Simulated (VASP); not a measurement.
Runs of VASP 6.6.1 on ZrN. The structure is that of space group Fm-3m (No. 225), or close to it. The cells are those of the table. 

```csv
task,cell,k mesh,gap on the mesh (eV),pressure (GPa),relaxed volume (Å³/atom)
relaxation of cell and atoms,"relaxed from a = 3.297 Å, angles 60.0°, 2 atoms",8 × 8 × 8,none,-0.2,(a)
single point,"a = 3.297 Å, angles 60.0°, 2 atoms",6 × 6 × 6,none,-10.1,-
relaxation of cell and atoms,"relaxed from a = 3.250 Å, angles 60.0°, 2 atoms",16 × 16 × 16,none,0.0,12.13
single point,"a = 3.249 Å, angles 60.0°, 2 atoms",16 × 16 × 16,none,0.1,-
single point,"a = 3.250 Å, angles 60.0°, 2 atoms",8 × 8 × 8,none,0.0,-
```

Alike in all rows: level PBE; potentials or basis VASP PAW PBE potentials, release 64 (Zr_sv, N); no spin polarisation; cutoff (eV) 600; smearing gaussian 0.1 eV.

**Question.** Estimate the missing entries.

**Answer.** (a) 12.15.

Caveats: some runs use coarse meshes.

A k mesh can miss the band edges, and the runs leave out spin-orbit coupling on Zr.

A gap of «none» marks levels without a gap at the run's occupations.
